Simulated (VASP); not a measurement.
# LaScO3 (Pnma) in VASP: electric field gradients with PBE+D4

Aim: the electric field gradients of LaScO3 with PBE+D4.

Program: VASP 6.6.1. These are calculated values, not measurements. Logs are shortened: lines on timing, memory, paths and dates and some standing lists are left out, and cuts for length are marked.

**1. The cell of the first run**

Symmetry: Pnma, No. 62, orthorhombic system. Conventional cell: a = 5.791 Å, b = 8.095 Å, c = 5.680 Å, α = 90.00°, β = 90.00°, γ = 90.00°. La (site symmetry m) has 8 O at 2.38 to 2.89 Å within 3.1 Å. Within 2.8 Å of Sc (site symmetry -1) lie 6 O at 2.08 to 2.12 Å. O (site symmetry 1) has 2 Sc at 2.08 to 2.12 Å and 3 La at 2.42 to 2.89 Å and 9 O at 2.92 to 3.20 Å within 3.3 Å. Within 2.8 Å of O (site symmetry m) lie 2 Sc at 2.10 Å and 2 La at 2.38 to 2.56 Å.

**2. Electric field gradients, PBE+D4**

Contents of INCAR:

```
  PREC = Accurate
  ENCUT = 520
  EDIFF = 1E-8
  ISMEAR = -1
  SIGMA = 0.02
  LREAL = False
  LASPH = True
  NELM = 200
  ALGO = Normal
  ISIF = 2
  LWAVE = False
  LCHARG = False
  GGA = PE
  IVDW = 13
  LEFG = True
  NBANDS = 96
  GGA_COMPAT = False
  LMAXMIX = 6
```

Contents of KPOINTS:

```
Automatic mesh
0
Gamma
  4 3 4
```

Contents of POSCAR:

```
LaScO3
1.0
    5.7907000000      0.0000000000      0.0000000000
    0.0000000000      8.0945000000      0.0000000000
    0.0000000000      0.0000000000      5.6803000000
La Sc O
4 4 12
Direct
    0.9572000000      0.2500000000      0.0100000000
    0.0428000000      0.7500000000      0.9900000000
    0.5428000000      0.7500000000      0.5100000000
    0.4572000000      0.2500000000      0.4900000000
    0.5000000000      0.0000000000      0.0000000000
    0.5000000000      0.5000000000      0.0000000000
    0.0000000000      0.0000000000      0.5000000000
    0.0000000000      0.5000000000      0.5000000000
    0.2958000000      0.9479000000      0.7073000000
    0.7042000000      0.4479000000      0.2927000000
    0.2042000000      0.0521000000      0.2073000000
    0.7958000000      0.5521000000      0.7927000000
    0.7042000000      0.0521000000      0.2927000000
    0.2958000000      0.5521000000      0.7073000000
    0.7958000000      0.9479000000      0.7927000000
    0.2042000000      0.4479000000      0.2073000000
    0.5277000000      0.2500000000      0.9032000000
    0.4723000000      0.7500000000      0.0968000000
    0.9723000000      0.7500000000      0.4032000000
    0.0277000000      0.2500000000      0.5968000000
```

Potentials or basis: VASP PAW PBE potentials, release 64 (La, Sc_sv, O).

Launch:

```console
cat potpaw_PBE.64/La/POTCAR potpaw_PBE.64/Sc_sv/POTCAR potpaw_PBE.64/O/POTCAR > POTCAR
mpirun -np 1 vasp_std > vasp.out
```

OUTCAR:

```text
PREC = Accurate
   ENCUT = 520
   EDIFF = 1E-8
   ISMEAR = -1
   LREAL = False
   LASPH = True
   NELM = 200
   ISIF = 2
   GGA = PE
   IVDW = 13

 ion  position               nearest neighbor table
   1  0.957  0.250  0.010-  20 2.38  16 2.42  11 2.42  17 2.56  13 2.70  10 2.70   5 3.33   6 3.33
                             7 3.45   8 3.45   7 3.54   8 3.54
   2  0.043  0.750  0.990-  19 2.38  15 2.42  12 2.42  18 2.56  14 2.70   9 2.70   5 3.33   6 3.33
                             7 3.45   8 3.45   7 3.54   8 3.54
   3  0.543  0.750  0.510-  18 2.38  14 2.42   9 2.42  19 2.56  12 2.70  15 2.70   7 3.33   8 3.33
                             5 3.45   6 3.45   5 3.54   6 3.54
   4  0.457  0.250  0.490-  17 2.38  13 2.42  10 2.42  20 2.56  11 2.70  16 2.70   7 3.33   8 3.33
                             5 3.45   6 3.45   5 3.54   6 3.54
   5  0.500  0.000  0.000-   9 2.08  13 2.08  17 2.10  18 2.10  11 2.12  15 2.12   1 3.33   2 3.33
                             3 3.45   4 3.45   3 3.54   4 3.54
   6  0.500  0.500  0.000-  14 2.08  10 2.08  17 2.10  18 2.10  16 2.12  12 2.12   1 3.33   2 3.33
                             3 3.45   4 3.45   3 3.54   4 3.54
   7  0.000  0.000  0.500-  15 2.08  11 2.08  19 2.10  20 2.10  13 2.12   9 2.12   3 3.33   4 3.33
                             1 3.45   2 3.45   1 3.54   2 3.54
   8  0.000  0.500  0.500-  12 2.08  16 2.08  19 2.10  20 2.10  10 2.12  14 2.12   3 3.33   4 3.33
                             1 3.45   2 3.45   1 3.54   2 3.54
   9  0.296  0.948  0.707-   5 2.08   7 2.12   3 2.42   2 2.70
  10  0.704  0.448  0.293-   6 2.08   8 2.12   4 2.42   1 2.70
  11  0.204  0.052  0.207-   7 2.08   5 2.12   1 2.42   4 2.70
  12  0.796  0.552  0.793-   8 2.08   6 2.12   2 2.42   3 2.70
  13  0.704  0.052  0.293-   5 2.08   7 2.12   4 2.42   1 2.70
  14  0.296  0.552  0.707-   6 2.08   8 2.12   3 2.42   2 2.70
  15  0.796  0.948  0.793-   7 2.08   5 2.12   2 2.42   3 2.70
  16  0.204  0.448  0.207-   8 2.08   6 2.12   1 2.42   4 2.70
  17  0.528  0.250  0.903-   5 2.10   6 2.10   4 2.38   1 2.56
  18  0.472  0.750  0.097-   5 2.10   6 2.10   3 2.38   2 2.56
  19  0.972  0.750  0.403-   7 2.10   8 2.10   2 2.38   3 2.56
  20  0.028  0.250  0.597-   7 2.10   8 2.10   1 2.38   4 2.56

  LATTYP: Found a simple orthorhombic cell.
 ALAT       =     5.6803000000
 B/A-ratio  =     1.0194355932
 C/A-ratio  =     1.4250127634

  Lattice vectors:

 A1 = (   0.0000000000,   0.0000000000,   5.6803000000)
 A2 = (   5.7907000000,   0.0000000000,   0.0000000000)
 A3 = (   0.0000000000,   8.0945000000,   0.0000000000)

Analysis of symmetry for initial positions (statically):
=====================================================================
 Subroutine PRICEL returns:
 Original cell was already a primitive cell.

 Routine SETGRP: Setting up the symmetry group for a
 simple orthorhombic supercell.

 Subroutine GETGRP returns: Found  8 space group operations
 (whereof  2 operations were pure point group operations)
 out of a pool of  8 trial point group operations.

The static configuration has the point symmetry S_2 .
 The point group associated with its full space group is D_2h.

Analysis of symmetry for dynamics (positions and initial velocities):
=====================================================================
 Subroutine PRICEL returns:
 Original cell was already a primitive cell.

 Routine SETGRP: Setting up the symmetry group for a
 simple orthorhombic supercell.

 Subroutine GETGRP returns: Found  8 space group operations
 (whereof  2 operations were pure point group operations)
 out of a pool of  8 trial point group operations.

The dynamic configuration has the point symmetry S_2 .
 The point group associated with its full space group is D_2h.

 Subroutine INISYM returns: Found  8 space group operations
 (whereof  2 operations are pure point group operations),
 and found     1 'primitive' translations

----------------------------------------------------------------------------------------

                                     Primitive cell

  volume of cell :     266.2517

  direct lattice vectors                    reciprocal lattice vectors
[... 125 lines left out ...]
   TEBEG  =    0.0;   TEEND  =   0.0 temperature during run
   PSTRESS=    0.0 pullay stress
   NELECT =     160.0000    total number of electrons
   NUPDOWN=      -1.0000    fix difference up-down
   EMIN   =  10.00;   EMAX   =-10.00  energy-range for DOS
   EFERMI =   0.00;   METHOD = LEGACY
   ISMEAR =    -1;   SIGMA  =   0.02  broadening in eV -4-tet -1-fermi 0-gaus
   EFERMI_NEDOS =   21; number of points for ismear=-14 and -15
   IALGO  =     38    algorithm
   IMIX   =      4    mixing-type and parameters
     AMIX     =   0.40;   BMIX     =  1.00
     AMIX_MAG =   1.60;   BMIX_MAG =  1.00
  volume/ion in A,a.u.               =      13.31        89.84
  Fermi-wavevector in a.u.,A,eV,Ry     =   1.381499  2.610655 25.967271  1.908541
  Thomas-Fermi vector in A             =   2.506278
   LORBIT       =      0    0 simple, 1 ext, 2 COOP (PROOUT), +10 PAW based schemes
   GGA     = PE    functional components
   LHFCALC =     F    Hartree Fock is set to
   AEXX    =    0.0000 exact exchange contribution
   IVDW    =    13    specifies the selected vdW correction
   LEPSILON=     F    determine dielectric tensor
   LRPA    =     F    only Hartree local field effects (RPA)
 non-spin polarized calculation
  energy-cutoff  :      520.00
  volume of cell :      266.25
 maximum number of plane-waves:      7188
 NGX is ok and might be reduce to    48
   NGX = 21   NGY = 31   NGZ = 21

 number of electron     160.0000015 magnetization

 Free energy of the ion-electron system (eV)
  ---------------------------------------------------
  ext. energy  EPLUGINS =         0.00000000
  ---------------------------------------------------
  free energy    TOTEN  =      -174.63322714 eV

  energy without entropy =     -174.63322714  energy(sigma->0) =     -174.63322714

 E-fermi :   5.5992     XC(G=0): -11.0755

 val. band max:        5.1240324521   @ k =   0.0000   0.0000   0.0000
 cond. band min:       9.0688141682   @ k =   0.0000   0.0000   0.0000
 fundamental gap:      3.9447817161
 Fermi energy:         5.5991934014

 k-point     1 :       0.0000    0.0000    0.0000
  band No.  band energies     occupation
      1     -41.6558      2.00000
      2     -41.6530      2.00000
      3     -41.6504      2.00000
      4     -41.6477      2.00000
      5     -24.8342      2.00000
      6     -24.8045      2.00000
[... 1699 lines left out ...]
     91      10.0517      0.00000
     92      10.0528      0.00000
 [bands above 92 left out]

------------------------ aborting loop because EDIFF is reached ----------------------------------------

  DFT-D4 for vdW energy calculation

  Edisp (eV):   -5.37266

  FORCE on cell =-STRESS in cart. coord.  units (eV):
  Direction    XX          YY          ZZ          XY          YZ          ZX
  --------------------------------------------------------------------------------------
  -------------------------------------------------------------------------------------
  Total      -1.69701    -0.86053    -0.83220     0.00000     0.00000    -0.00000
  in kB     -10.21178    -5.17829    -5.00779     0.00000     0.00000    -0.00000
  external pressure =       -6.80 kB  Pullay stress =        0.00 kB

 VOLUME and BASIS-vectors are now :
 -----------------------------------------------------------------------------
  energy-cutoff  :      520.00
  volume of cell :      266.25
      direct lattice vectors                 reciprocal lattice vectors
     5.790700000  0.000000000  0.000000000     0.172690694  0.000000000  0.000000000
     0.000000000  8.094500000  0.000000000     0.000000000  0.123540676  0.000000000
     0.000000000  0.000000000  5.680300000     0.000000000  0.000000000  0.176047040

 POSITION                                       TOTAL-FORCE (eV/Angst)
 -----------------------------------------------------------------------------------
      5.54286      2.02363      0.05680        -0.002119      0.000000      0.056661
      0.24784      6.07088      5.62350         0.002119      0.000000     -0.056661
      3.14319      6.07088      2.89695         0.002119      0.000000      0.056661
      2.64751      2.02363      2.78335        -0.002119      0.000000     -0.056661
      2.89535      0.00000      0.00000        -0.000000      0.000000      0.000000
      2.89535      4.04725      0.00000        -0.000000      0.000000      0.000000
[... 12 lines left out ...]
      5.63030      6.07088      2.29030        -0.150629      0.000000     -0.205070
      0.16040      2.02363      3.39000         0.150629      0.000000      0.205070
 -----------------------------------------------------------------------------------
    total drift:                                0.000000     -0.000000     -0.000000

  FREE ENERGIE OF THE ION-ELECTRON SYSTEM (eV)
  ---------------------------------------------------
  free  energy   TOTEN  =      -180.0058838882 eV

  energy  without entropy=     -180.0058838882  energy(sigma->0) =     -180.00588389

 Electric field gradients (V/A^2)
---------------------------------------------------------------------
 ion       V_xx      V_yy      V_zz      V_xy      V_xz      V_yz
---------------------------------------------------------------------
   1      -7.839    63.219   -55.380     0.000   -88.287    -0.000
   2      -7.839    63.219   -55.380     0.000   -88.287    -0.000
   3      -7.839    63.219   -55.380    -0.000    88.287    -0.000
   4      -7.839    63.219   -55.380    -0.000    88.287    -0.000
   5       5.954    -0.070    -5.884    -6.280    -8.345    -3.936
   6       5.954    -0.070    -5.884     6.280    -8.345     3.936
[... 12 lines left out ...]
  19      10.734    -6.842    -3.892    -0.000    -4.043    -0.000
  20      10.734    -6.842    -3.892     0.000    -4.043     0.000
---------------------------------------------------------------------

 Electric field gradients after diagonalization (V/A^2)
 (convention: |V_zz| > |V_xx| > |V_yy|)
----------------------------------------------------------------------
 ion       V_xx      V_yy      V_zz     asymmetry (V_yy - V_xx)/ V_zz
----------------------------------------------------------------------
   1      63.219    59.822  -123.041       0.028
   2      63.219    59.822  -123.041       0.028
   3      63.219    59.822  -123.041       0.028
   4      63.219    59.822  -123.041       0.028
   5      11.701     1.693   -13.394       0.747
   6      11.701     1.693   -13.394       0.747
[... 12 lines left out ...]
  19      -6.842    -4.935    11.777       0.162
  20      -6.842    -4.935    11.777       0.162
----------------------------------------------------------------------

           NMR quadrupolar parameters

 Cq : quadrupolar parameter    Cq=e*Q*V_zz/h
 eta: asymmetry parameters     (V_yy - V_xx)/ V_zz
 Q  : nuclear electric quadrupole moment in mb (millibarn)
----------------------------------------------------------------------
 ion       Cq(MHz)       eta       Q (mb)
----------------------------------------------------------------------
   1      -0.298       0.028       1.000
   2      -0.298       0.028       1.000
   3      -0.298       0.028       1.000
   4      -0.298       0.028       1.000
   5      -0.032       0.747       1.000
   6      -0.032       0.747       1.000
[... 12 lines left out ...]
  19       0.028       0.162       1.000
  20       0.028       0.162       1.000
----------------------------------------------------------------------
```

It took 21 min on 1 thread of Intel Xeon Platinum 8259CL at 2.50GHz (Skylake/Cascade Lake), shared host; peak memory 0.58 GiB.

Results:

| Quantity | Value |
| --- | --- |
| Free energy | -180.0059 eV |
| Pressure | -0.7 GPa |
| Largest force | 0.254 eV/Å |
| Band gap on the k mesh | 3.94 eV |
| Largest electric field gradient by atom | La -123.0; Sc -13.4; O +21.2, +11.8 (each value once) V/Å² |
| Dispersion energy per atom | -0.269 eV |

Forces in eV/Å, atoms in the order of the input:
```
La  -0.002  0.000  0.057
La   0.002  0.000 -0.057
La   0.002  0.000  0.057
La  -0.002  0.000 -0.057
Sc   0.000  0.000  0.000
Sc   0.000  0.000  0.000
Sc   0.000  0.000  0.000
Sc   0.000  0.000  0.000
O   -0.027 -0.110 -0.189
O    0.027 -0.110  0.189
O    0.027  0.110 -0.189
O   -0.027  0.110  0.189
O    0.027  0.110  0.189
O   -0.027  0.110 -0.189
O   -0.027 -0.110  0.189
O    0.027 -0.110 -0.189
O    0.151  0.000 -0.205
O   -0.151  0.000  0.205
O   -0.151  0.000 -0.205
O    0.151  0.000  0.205
```

Stress tensor (GPa, compression positive):
```
-1.02  0.00  0.00
 0.00 -0.52  0.00
 0.00  0.00 -0.50
```

Electric field gradients, principal values (V/Å²):
```
atom   least   middle  greatest (by size)
1 La  59.822   63.219            -123.041
2 La  59.822   63.219            -123.041
3 La  59.822   63.219            -123.041
4 La  59.822   63.219            -123.041
5 Sc   1.693   11.701             -13.394
6 Sc   1.693   11.701             -13.394
7 Sc   1.693   11.701             -13.394
8 Sc   1.693   11.701             -13.394
 9 O  -7.352  -13.804              21.155
10 O  -7.352  -13.804              21.155
11 O  -7.352  -13.804              21.155
12 O  -7.352  -13.804              21.155
13 O  -7.352  -13.804              21.155
14 O  -7.352  -13.804              21.155
15 O  -7.352  -13.804              21.155
16 O  -7.352  -13.804              21.155
17 O  -4.935   -6.842              11.777
18 O  -4.935   -6.842              11.777
19 O  -4.935   -6.842              11.777
20 O  -4.935   -6.842              11.777
```

Caveat: without QUAD_EFG the Cq values of the log hold for a quadrupole moment of 1 mb, not for the nuclei; spin-orbit coupling is left out, which moves the levels of the heavy elements; an odd mesh through Γ misses points on the zone boundary, where band edges can lie.
